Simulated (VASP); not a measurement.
A run of VASP 6.6.1:

The input INCAR:

```
  PREC = Accurate
  ENCUT = 600
  EDIFF = 1E-6
  ISMEAR = -1
  SIGMA = 0.1
  LREAL = False
  LASPH = True
  NELM = 60
  ALGO = Normal
  ISIF = 4
  LWAVE = False
  LCHARG = False
  GGA = PE
  IBRION = 2
  NSW = 50
  EDIFFG = -0.005
```

The input KPOINTS:

```
regular mesh
0
Gamma
  10 10 8
```

File POSCAR:

```
Si2W
1.0
    4.0337040131      0.0000000000      0.0000000000
   -2.0168520065      3.4932901467      0.0000000000
    0.0000000000      0.0000000000      2.4106385023
W Si
1 2
Direct
    0.0000000000      0.0000000000      0.0000000000
    0.3333333333      0.6666666667      0.5000000000
    0.6666666667      0.3333333333      0.5000000000
```

Potentials or basis: VASP PAW PBE potentials, release 64 (W_sv, Si).

Run with:

```console
$ cat potpaw_PBE.64/W_sv/POTCAR potpaw_PBE.64/Si/POTCAR > POTCAR
$ mpirun -np 1 vasp_std > vasp.out
```

Hardware: 1 thread of AMD EPYC 9R45 (Zen 5), with other jobs on the host.

Question: How long does it take, and how much memory?

Answer: Run time: 83 s on 1 thread of AMD EPYC 9R45 (Zen 5), with other jobs on the host, peak memory 0.15 GiB. Counts: scf iterations 31, k points 70, ion steps 4.
